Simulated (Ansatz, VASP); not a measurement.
# SnO2 in VASP and in Ansatz

Contents of INCAR:

```
SYSTEM = SnO2
PREC = Accurate
ENCUT = 520
EDIFF = 1E-6
ISMEAR = 0
SIGMA = 0.05
LREAL = .False.
LASPH = .True.
NELM = 60
ALGO = Normal
ISIF = 2
LWAVE = .False.
LCHARG = .True.
GGA = PE
LELF = .True.
LVHAR = .True.
NBANDS = 35
```

KPOINTS

```
regular mesh
0
Gamma
  10 10 10
  0 0 0
```

The input POSCAR:

```
SnO2
1.0
   -2.0262505044      2.0262505044      5.1806864801
    2.0262505044     -2.0262505044      5.1806864801
    2.0262505044      2.0262505044     -5.1806864801
Sn O
2 4
Direct
    0.7500000000      0.2500000000      0.5000000000
    0.0000000000      0.0000000000      0.0000000000
    0.5804481904      0.7975980438     -0.2171498534
    0.9524019562      0.4524019562      0.5000000000
    0.2024019562      0.2024019562      0.0000000000
    0.5475980438      0.0475980438      0.5000000000
```

Input for Ansatz:

```yaml
crystal:
  lattice:
    - [-2.0262505044, 2.0262505044, 5.1806864801]
    - [2.0262505044, -2.0262505044, 5.1806864801]
    - [2.0262505044, 2.0262505044, -5.1806864801]
  atoms:
    - { symbol: Sn, position: [0.75, 0.25, 0.5] }
    - { symbol: Sn, position: [0.0, 0.0, 0.0] }
    - { symbol: O, position: [0.5804481904, 0.7975980438, -0.2171498534] }
    - { symbol: O, position: [0.9524019562, 0.4524019562, 0.5] }
    - { symbol: O, position: [0.2024019562, 0.2024019562, 0.0] }
    - { symbol: O, position: [0.5475980438, 0.0475980438, 0.5] }
basis:
  ecutwfc: 420
kpoints:
  mp_grid: { grid: [10, 10, 10] }
hamiltonian:
  xc: pbe
  pseudopotentials: { kind: paw, azcp: { folder: soft_1 } }
scf:
  occupations: { method: gaussian, width: 0.05 }
output:
  forces: true
  stress: true
  eigenvalues: true
```

Alike in both runs: task single point; functional PBE; k mesh 10 × 10 × 10; occupations gaussian, width 0.05 eV; no spin polarisation.

```csv
,VASP,Ansatz
version,VASP 6.6.1,Ansatz 0.2.0
potentials or method,"VASP PAW PBE potentials, release 64 (Sn_d, O), cutoff 520 eV","scalar-relativistic, plane waves, PAW"
valence electrons in the cell,52,52
```

Ansatz gave:

```
gap on the k mesh at the Fermi level (eV)                     : 0.74
least direct gap on the mesh (eV)                             : 0.97
pressure (GPa)                                                : -2.3
traceless stress, the component that is largest in VASP (GPa) : -1.66
rms of the force components (eV/Å)                            : 1.041
```

**Question.** Which values does VASP return?

**Answer.** gap on the k mesh at the Fermi level (eV): 0.73; least direct gap on the mesh (eV): 0.95; pressure (GPa): -1.8; traceless stress, the component that is largest in VASP (GPa): -1.69; rms of the force components (eV/Å): 1.034.

Atom by atom the forces differ by 0.016 eV/Å (rms over components). The functional is the same, so the differences come from potentials, cutoffs and numerics.
